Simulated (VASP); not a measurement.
Wanted: the native input for a VASP 6.6.1 run.

```yaml
Task: single point
Functional: PBE
Potentials_or_basis: VASP PAW PBE potentials, release 64 (K_sv, Mg, F)
Cutoff: 520 eV
k_mesh: 6 × 6 × 6
Occupations: gaussian, width 0.05 eV
Spin: no spin polarisation
Dipole_correction: no
Further_INCAR_settings: ALGO = Normal; EDIFF = 1e-06; NBANDS = 24
```

The structure of KMgF3 lies in POSCAR:

```
KMgF3
1.0
    4.0405081557      0.0000000000      0.0000000000
    0.0000000000      4.0405081557      0.0000000000
    0.0000000000      0.0000000000      3.8788878295
K Mg F
1 1 3
Direct
    0.5000000000      0.5000000000      0.5000000000
    0.0000000000      0.0000000000      0.0000000000
    0.5000000000      0.0000000000      0.0000000000
    0.0000000000      0.5000000000      0.0000000000
    0.0000000000      0.0000000000      0.5000000000
```

This cell differs from its parent crystal: ratio of the length along z to the lengths across it x 0.96, volume and fractional coordinates fixed.

One way to write it, as run:

INCAR

```
PREC     = Accurate       # precision mode
ENCUT    = 520            # plane-wave cutoff, eV
EDIFF    = 1E-6           # SCF threshold, eV
ISMEAR   = 0              # smearing method
SIGMA    = 0.05           # smearing width, eV
LREAL    = False          # projectors in reciprocal space
LASPH    = True           # aspherical terms in the spheres
NELM     = 100            # most SCF steps
ALGO     = Normal         # electronic algorithm
ISIF     = 2              # what is computed and relaxed
LWAVE    = False          # write WAVECAR
LCHARG   = True           # write CHGCAR
GGA      = PE             # functional
LELF     = True           # ELF
LVHAR    = True         
NBANDS   = 24             # bands
```

KPOINTS

```
regular mesh
0
Gamma
  6 6 6
```

Potentials or basis: VASP PAW PBE potentials, release 64 (K_sv, Mg, F).

Command:

```bash
$ cat potpaw_PBE.64/K_sv/POTCAR potpaw_PBE.64/Mg/POTCAR potpaw_PBE.64/F/POTCAR > POTCAR
$ mpirun -np 1 vasp_std > vasp.out
```

It gave:

The pressure is 3.6 GPa. The band gap on the k mesh is 7.29 eV, indirect (least direct gap 7.62 eV).

It used 34 s of CPU time on 1 thread of Intel(R) Xeon(R) Platinum 8488C (Sapphire Rapids) (shared host).
